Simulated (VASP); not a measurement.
# Cu (Fm-3m) in VASP: notebook

The runs below take Cu through single point, with PBE.

Everything below comes from runs of VASP 6.6.1. Logs are shortened: lines on timing, memory, paths and dates and some standing lists are left out, and cuts for length are marked.

## (1) The cell of the first run

Symmetry: Fm-3m, No. 225, cubic system. Conventional cell: a = 3.434 Å, b = 3.434 Å, c = 3.434 Å, α = 90.00°, β = 90.00°, γ = 90.00°. Cu (site symmetry m-3m) has 12 Cu at 2.43 Å within 3.2 Å.

## (2) Single point, PBE (strain -0.050 along x and y, -0.050 along z)

INCAR

```
ALGO = Fast ; EDIFF = 1E-6
ENCUT = 520 ; GGA = PE
ISIF = 2 ; ISMEAR = 0
LASPH = T ; LCHARG = F
LREAL = F ; LWAVE = F
NBANDS = 12 ; NELM = 60
PREC = Accurate ; SIGMA = 0.15
```

KPOINTS

```
k-points
0
Gamma
  22 22 22
```

POSCAR

```
Cu
1.0
    0.0000000000      1.7171250000      1.7171250000
    1.7171250000      0.0000000000      1.7171250000
    1.7171250000      1.7171250000      0.0000000000
Cu
1
Direct
    0.0000000000      0.0000000000      0.0000000000
```

Potentials or basis: VASP PAW PBE potentials, release 64 (Cu).

On the command line:

```sh
$ cat potpaw_PBE.64/Cu/POTCAR > POTCAR
$ mpirun -np 1 vasp_std > vasp.out
```

OUTCAR:

```text
EDIFF = 1E-6
   ENCUT = 520
   GGA = PE
   ISIF = 2
   ISMEAR = 0
   LASPH = T
   LREAL = F
   NELM = 60
   PREC = Accurate

 ion  position               nearest neighbor table
   1  0.000  0.000  0.000-

  LATTYP: Found a face centered cubic cell.
 ALAT       =     3.4342500000

  Lattice vectors:

 A1 = (   0.0000000000,   1.7171250000,   1.7171250000)
 A2 = (   1.7171250000,   0.0000000000,   1.7171250000)
 A3 = (   1.7171250000,   1.7171250000,   0.0000000000)

Analysis of symmetry for initial positions (statically):
=====================================================================
 Subroutine PRICEL returns:
 Original cell was already a primitive cell.

 Routine SETGRP: Setting up the symmetry group for a
 face centered cubic supercell.

 Subroutine GETGRP returns: Found 48 space group operations
 (whereof 48 operations were pure point group operations)
 out of a pool of 48 trial point group operations.

The static configuration has the point symmetry O_h .

Analysis of symmetry for dynamics (positions and initial velocities):
=====================================================================
 Subroutine PRICEL returns:
 Original cell was already a primitive cell.

 Routine SETGRP: Setting up the symmetry group for a
 face centered cubic supercell.

 Subroutine GETGRP returns: Found 48 space group operations
 (whereof 48 operations were pure point group operations)
 out of a pool of 48 trial point group operations.

The dynamic configuration has the point symmetry O_h .

 Subroutine INISYM returns: Found 48 space group operations
 (whereof 48 operations are pure point group operations),
 and found     1 'primitive' translations

----------------------------------------------------------------------------------------

                                     Primitive cell

  volume of cell :      10.1259

  direct lattice vectors                    reciprocal lattice vectors
     0.000000000  1.717125000  1.717125000    -0.291184393  0.291184393  0.291184393
     1.717125000  0.000000000  1.717125000     0.291184393 -0.291184393  0.291184393
     1.717125000  1.717125000  0.000000000     0.291184393  0.291184393 -0.291184393

  length of vectors
     2.428381463  2.428381463  2.428381463     0.504346162  0.504346162  0.504346162

  position of ions in fractional coordinates (direct lattice)
     0.000000000  0.000000000  0.000000000

  ion indices of the primitive-cell ions
   primitive index   ion index
                 1           1

----------------------------------------------------------------------------------------
[... 82 lines left out ...]
   NUPDOWN=      -1.0000    fix difference up-down
   EMIN   =  10.00;   EMAX   =-10.00  energy-range for DOS
   EFERMI =   0.00;   METHOD = LEGACY
   ISMEAR =     0;   SIGMA  =   0.15  broadening in eV -4-tet -1-fermi 0-gaus
   EFERMI_NEDOS =   21; number of points for ismear=-14 and -15
   IALGO  =     68    algorithm
   IMIX   =      4    mixing-type and parameters
     AMIX     =   0.40;   BMIX     =  1.00
     AMIX_MAG =   1.60;   BMIX_MAG =  1.00
  volume/ion in A,a.u.               =      10.13        68.33
  Fermi-wavevector in a.u.,A,eV,Ry     =   1.682908  3.180236 38.534158  2.832181
  Thomas-Fermi vector in A             =   2.766204
   LORBIT       =      0    0 simple, 1 ext, 2 COOP (PROOUT), +10 PAW based schemes
   GGA     = PE    functional components
   LHFCALC =     F    Hartree Fock is set to
   AEXX    =    0.0000 exact exchange contribution
   IVDW    =     0    specifies the selected vdW correction
   LEPSILON=     F    determine dielectric tensor
   LRPA    =     F    only Hartree local field effects (RPA)
 non-spin polarized calculation
 RMM-DIIS sequential band-by-band and
 Gauss-broadening in eV      SIGMA  =   0.15
  energy-cutoff  :      520.00
  volume of cell :       10.13
 maximum number of plane-waves:       290
   NGX =  9   NGY =  9   NGZ =  9

 number of electron      11.0000004 magnetization

 Free energy of the ion-electron system (eV)
  ---------------------------------------------------
  ext. energy  EPLUGINS =         0.00000000
  ---------------------------------------------------
  free energy    TOTEN  =        -3.55116628 eV

  energy without entropy =       -3.54841724  energy(sigma->0) =       -3.54979176

 E-fermi :   9.7018     XC(G=0): -13.6448

 val. band max:        9.6677846479   @ k =   0.4545   0.2727   0.0000
 cond. band min:       9.7333565168   @ k =   0.5000   0.3182   0.1364
 fundamental gap:      0.0655718690
 Fermi energy:         9.7017930312

 k-point     1 :       0.0000    0.0000    0.0000
  band No.  band energies     occupation
      1      -0.9318      2.00000
      2       6.1108      2.00000
      3       6.1108      2.00000
      4       6.1108      2.00000
      5       7.1548      2.00000
      6       7.1548      2.00000
      7      33.4635      0.00000
      8      37.3445      0.00000
      9      37.3445      0.00000
     10      37.3445      0.00000
     11      40.0811      0.00000
     12      40.0811      0.00000
[... 331 lines left out ...]
 k-point    24 :      -0.4545    0.0455    0.0000
  band No.  band energies     occupation
      1       3.6640      2.00000
      2       6.0362      2.00000
      3       6.0951      2.00000
      4       7.3607      2.00000
      5       7.8361      2.00000
      6       8.6080      2.00000
      7      14.5383      0.00000
      8      31.3256      0.00000
      9      33.3493      0.00000
     10      33.9466      0.00000
     11      37.5365      0.00000
     12      38.3013      0.00000

 [... further k-points ...]

------------------------ aborting loop because EDIFF is reached ----------------------------------------

  FORCE on cell =-STRESS in cart. coord.  units (eV):
  Direction    XX          YY          ZZ          XY          YZ          ZX
  --------------------------------------------------------------------------------------
  -------------------------------------------------------------------------------------
  Total        2.2967740      2.2967740      2.2967740      0.0000000     -0.0000000      0.0000000
  in kB      363.4068621    363.4068621    363.4068621      0.0000000     -0.0000000      0.0000000
  external PRESSURE =     363.4068621 kB  Pullay stress =       0.0000000 kB

 VOLUME and BASIS-vectors are now :
 -----------------------------------------------------------------------------
  energy-cutoff  :      520.00
  volume of cell :       10.13
      direct lattice vectors                 reciprocal lattice vectors
     0.000000000  1.717125000  1.717125000    -0.291184393  0.291184393  0.291184393
     1.717125000  0.000000000  1.717125000     0.291184393 -0.291184393  0.291184393
     1.717125000  1.717125000  0.000000000     0.291184393  0.291184393 -0.291184393

 POSITION                                       TOTAL-FORCE (eV/Angst)
 -----------------------------------------------------------------------------------
      0.00000      0.00000      0.00000        -0.000000     -0.000000     -0.000000
 -----------------------------------------------------------------------------------
    total drift:                                0.000000     -0.000000      0.000000

  FREE ENERGIE OF THE ION-ELECTRON SYSTEM (eV)
  ---------------------------------------------------
  free  energy   TOTEN  =        -3.5511662824 eV

  energy  without entropy=       -3.5484172433  energy(sigma->0) =       -3.54979176
```

OSZICAR:

```text
N       E                     dE             d eps       ncg     rms          rms(c)
DAV:   1     0.421950998028E+02    0.42195E+02   -0.53756E+03  8904   0.161E+03
DAV:   2    -0.319717456934E+01   -0.45392E+02   -0.41902E+02  8144   0.212E+02
DAV:   3    -0.448955710066E+01   -0.12924E+01   -0.12844E+01  9000   0.398E+01
DAV:   4    -0.449691240842E+01   -0.73553E-02   -0.73543E-02  8940   0.268E+00
DAV:   5    -0.449697481784E+01   -0.62409E-04   -0.62408E-04  9268   0.250E-01    0.782E+00
RMM:   6    -0.378998763895E+01    0.70699E+00   -0.24788E+00  9872   0.292E+01    0.336E+00
RMM:   7    -0.357311605530E+01    0.21687E+00   -0.29021E-01  9905   0.931E+00    0.113E+00
RMM:   8    -0.355241100379E+01    0.20705E-01   -0.13897E-02 10328   0.128E+00    0.308E-01
RMM:   9    -0.355104598714E+01    0.13650E-02   -0.37389E-03 10219   0.119E+00    0.324E-02
RMM:  10    -0.355116655778E+01   -0.12057E-03   -0.79169E-04 10833   0.310E-01    0.222E-02
RMM:  11    -0.355116456611E+01    0.19917E-05   -0.11995E-04 10445   0.183E-01    0.264E-02
RMM:  12    -0.355116553204E+01   -0.96593E-06   -0.35656E-05 10807   0.696E-02    0.427E-03
RMM:  13    -0.355116628238E+01   -0.75034E-06   -0.63984E-06  8560   0.254E-02
   1 F= -.35511663E+01 E0= -.35497918E+01  d E =-.274904E-02
```

stdout:

```text
POSCAR found type information on POSCAR Cu
 POSCAR found :  1 types and       1 ions
 scaLAPACK will be used
 LDA part: xc-table for (Slater+PW92), standard interpolation
 POSCAR, INCAR and KPOINTS ok, starting setup
 FFT: planning ... GRIDC
 FFT: planning ... GRID_SOFT
 FFT: planning ... GRID
 WAVECAR not read
 entering main loop
```

It took 52 s on 1 thread of AMD EPYC 7R13, shared host; peak memory 0.12 GiB.

Results:

* Free energy: -3.5512 eV
* Pressure: 36.3 GPa
* Band gap on the k mesh: zero (an odd number of electrons rules out a gap without spin polarisation)

Caveat: the cell differs from its parent crystal (strain -0.050 along x and y, -0.050 along z); the cell stands under pressure.

## (3) Single point, PBE (strain -0.025 along x and y, -0.025 along z)

INCAR

```
SYSTEM = Cu
ALGO     = Normal         ! electronic algorithm
EDIFF    = 1E-7           ! SCF threshold, eV
ENCUT    = 520            ! plane-wave cutoff, eV
GGA      = PE             ! functional
ISIF     = 2              ! what is computed and relaxed
ISMEAR   = 0              ! smearing method
LASPH    = .TRUE.         ! aspherical terms in the spheres
LCHARG   = .FALSE.        ! write CHGCAR
LREAL    = .FALSE.        ! projectors in reciprocal space
LWAVE    = .FALSE.        ! write WAVECAR
NBANDS   = 12             ! bands
NELM     = 60             ! most SCF steps
PREC     = Accurate       ! precision mode
SIGMA    = 0.15           ! smearing width, eV
```

KPOINTS

```
k-points
0
G
  22 22 22
  0 0 0
```

POSCAR

```
Cu
1.0
    0.0000000000      1.7623125000      1.7623125000
    1.7623125000      0.0000000000      1.7623125000
    1.7623125000      1.7623125000      0.0000000000
Cu
1
Direct
    0.0000000000      0.0000000000      0.0000000000
```

Potentials or basis: VASP PAW PBE potentials, release 64 (Cu).

On the command line:

```sh
$ cat potpaw_PBE.64/Cu/POTCAR > POTCAR
$ mpirun -np 1 vasp_std > vasp.out
```

OUTCAR:

```text
SYSTEM = Cu
   EDIFF = 1E-7
   ENCUT = 520
   GGA = PE
   ISIF = 2
   ISMEAR = 0
   LASPH = .TRUE.
   LREAL = .FALSE.
   NELM = 60
   PREC = Accurate

 ion  position               nearest neighbor table
   1  0.000  0.000  0.000-

  LATTYP: Found a face centered cubic cell.
 ALAT       =     3.5246250000

  Lattice vectors:

 A1 = (   0.0000000000,   1.7623125000,   1.7623125000)
 A2 = (   1.7623125000,   0.0000000000,   1.7623125000)
 A3 = (   1.7623125000,   1.7623125000,   0.0000000000)

Analysis of symmetry for initial positions (statically):
=====================================================================
 Subroutine PRICEL returns:
 Original cell was already a primitive cell.

 Routine SETGRP: Setting up the symmetry group for a
 face centered cubic supercell.

 Subroutine GETGRP returns: Found 48 space group operations
 (whereof 48 operations were pure point group operations)
 out of a pool of 48 trial point group operations.

The static configuration has the point symmetry O_h .

Analysis of symmetry for dynamics (positions and initial velocities):
=====================================================================
 Subroutine PRICEL returns:
 Original cell was already a primitive cell.

 Routine SETGRP: Setting up the symmetry group for a
 face centered cubic supercell.

 Subroutine GETGRP returns: Found 48 space group operations
 (whereof 48 operations were pure point group operations)
 out of a pool of 48 trial point group operations.

The dynamic configuration has the point symmetry O_h .

 Subroutine INISYM returns: Found 48 space group operations
 (whereof 48 operations are pure point group operations),
 and found     1 'primitive' translations

----------------------------------------------------------------------------------------

                                     Primitive cell

[... 112 lines left out ...]
   LORBIT       =      0    0 simple, 1 ext, 2 COOP (PROOUT), +10 PAW based schemes
   GGA     = PE    functional components
   LHFCALC =     F    Hartree Fock is set to
   AEXX    =    0.0000 exact exchange contribution
   IVDW    =     0    specifies the selected vdW correction
   LEPSILON=     F    determine dielectric tensor
   LRPA    =     F    only Hartree local field effects (RPA)
 non-spin polarized calculation
 Gauss-broadening in eV      SIGMA  =   0.15
  energy-cutoff  :      520.00
  volume of cell :       10.95
 maximum number of plane-waves:       306
   NGX =  9   NGY =  9   NGZ =  9

 number of electron      11.0000001 magnetization

 Free energy of the ion-electron system (eV)
  ---------------------------------------------------
  ext. energy  EPLUGINS =         0.00000000
  ---------------------------------------------------
  free energy    TOTEN  =        -3.68171196 eV

  energy without entropy =       -3.67905300  energy(sigma->0) =       -3.68038248

 E-fermi :   8.5815     XC(G=0): -13.1728

 val. band max:        8.5458559934   @ k =   0.4545   0.2727   0.0000
 cond. band min:       8.5877101852   @ k =   0.5000   0.3182   0.1364
 fundamental gap:      0.0418541917
 Fermi energy:         8.5814634345

 k-point     1 :       0.0000    0.0000    0.0000
  band No.  band energies     occupation
      1      -1.3796      2.00000
      2       5.2959      2.00000
      3       5.2959      2.00000
      4       5.2959      2.00000
      5       6.2208      2.00000
      6       6.2208      2.00000
      7      31.7647      0.00000
      8      35.0097      0.00000
      9      35.0097      0.00000
     10      35.0097      0.00000
     11      37.5899      0.00000
     12      37.5899      0.00000
[... 331 lines left out ...]
 k-point    24 :      -0.4545    0.0455    0.0000
  band No.  band energies     occupation
      1       3.0700      2.00000
      2       5.2332      2.00000
      3       5.2846      2.00000
      4       6.4568      2.00000
      5       6.8261      2.00000
      6       7.6419      2.00000
      7      13.0005      0.00000
      8      29.5421      0.00000
      9      31.1284      0.00000
     10      31.5928      0.00000
     11      35.1991      0.00000
     12      35.9581      0.00000

 [... further k-points ...]

------------------------ aborting loop because EDIFF is reached ----------------------------------------

  FORCE on cell =-STRESS in cart. coord.  units (eV):
  Direction    XX          YY          ZZ          XY          YZ          ZX
  --------------------------------------------------------------------------------------
  -------------------------------------------------------------------------------------
  Total        1.0972937      1.0972937      1.0972937     -0.0000000     -0.0000000      0.0000000
  in kB      160.6033932    160.6033932    160.6033932     -0.0000000     -0.0000000      0.0000000
  external PRESSURE =     160.6033932 kB  Pullay stress =       0.0000000 kB

 VOLUME and BASIS-vectors are now :
 -----------------------------------------------------------------------------
  energy-cutoff  :      520.00
  volume of cell :       10.95
      direct lattice vectors                 reciprocal lattice vectors
     0.000000000  1.762312500  1.762312500    -0.283718126  0.283718126  0.283718126
     1.762312500  0.000000000  1.762312500     0.283718126 -0.283718126  0.283718126
     1.762312500  1.762312500  0.000000000     0.283718126  0.283718126 -0.283718126

 POSITION                                       TOTAL-FORCE (eV/Angst)
 -----------------------------------------------------------------------------------
      0.00000      0.00000      0.00000         0.000000      0.000000      0.000000
 -----------------------------------------------------------------------------------
    total drift:                               -0.000000     -0.000000     -0.000000

  FREE ENERGIE OF THE ION-ELECTRON SYSTEM (eV)
  ---------------------------------------------------
  free  energy   TOTEN  =        -3.6817119567 eV

  energy  without entropy=       -3.6790530046  energy(sigma->0) =       -3.68038248
```

It took 62 s on 1 thread of AMD EPYC 7R13, shared host; peak memory 0.13 GiB.

What came out:

```yaml
Free_energy: -3.6817 eV
Pressure: 16.1 GPa
Band_gap_on_the_k_mesh: zero (an odd number of electrons rules out a gap without spin polarisation)
```

Caveat: the cell differs from its parent crystal (strain -0.025 along x and y, -0.025 along z); the cell stands under pressure.

## (4) Single point, PBE (strain +0.025 along x and y, +0.025 along z)

INCAR

```
PREC     = Accurate       # precision mode
ENCUT    = 520            # plane-wave cutoff, eV
EDIFF    = 1E-6           # SCF threshold, eV
ISMEAR   = 0              # smearing method
SIGMA    = 0.15           # smearing width, eV
LREAL    = F              # projectors in reciprocal space
LASPH    = T              # aspherical terms in the spheres
NELM     = 80             # most SCF steps
ALGO     = Normal         # electronic algorithm
ISIF     = 2              # what is computed and relaxed
LWAVE    = F              # write WAVECAR
LCHARG   = T              # write CHGCAR
GGA      = PE             # functional
LELF     = T              # ELF
LVHAR    = T            
NBANDS   = 12             # bands
```

KPOINTS

```
regular mesh
0
Gamma
  22 22 22
```

POSCAR

```
Cu
1.0
    0.0000000000      1.8526875000      1.8526875000
    1.8526875000      0.0000000000      1.8526875000
    1.8526875000      1.8526875000      0.0000000000
Cu
1
Direct
    0.0000000000      0.0000000000      0.0000000000
```

On the command line:

```sh
$ cat potpaw_PBE.64/Cu/POTCAR > POTCAR
$ mpirun -np 1 vasp_std > vasp.out
```

It took 67 s on 1 thread of AMD EPYC 7R13, shared host; peak memory 0.13 GiB.

The run converged. Its results:

| Property | Result |
| --- | --- |
| Free energy | -3.7144 eV |
| Pressure | -6.9 GPa |
| Band gap on the k mesh | zero (an odd number of electrons rules out a gap without spin polarisation) |

Levels at points of the mesh, in eV from the Fermi level:
```tsv
k point	band 4	band 5	band 6	band 7	band 8	band 9
(0.00, 0.00, 0.00)	-2.80	-2.07	-2.07	22.00	24.08	24.08
(0.50, 0.00, 0.00)	-1.56	-1.56	-0.78	3.40	20.53	20.95
(0.50, 0.50, 0.00)	-1.44	-1.44	1.56	6.62	12.53	12.53
```

Caveat: the cell differs from its parent crystal (strain +0.025 along x and y, +0.025 along z); the cell stands under tension.

## (5) Overview

```tsv
cell	gap on the mesh (eV)	pressure (GPa)
a = 2.428 Å, angles 60.0°, 1 atom	none	36.3
a = 2.492 Å, angles 60.0°, 1 atom	none	16.1
a = 2.620 Å, angles 60.0°, 1 atom	none	-6.9
```

Alike in all rows: task single point; level PBE; potentials or basis VASP PAW PBE potentials, release 64 (Cu); no spin polarisation; k mesh 22 × 22 × 22; cutoff (eV) 520; smearing gaussian 0.15 eV.

Caveats: the cell stands under pressure (at least some runs); the cell stands under tension (at least some runs).

Absolute energies hang on the potentials; compare differences alone.

The gap in the log of VASP goes by the Fermi energy; the results here count the filled bands.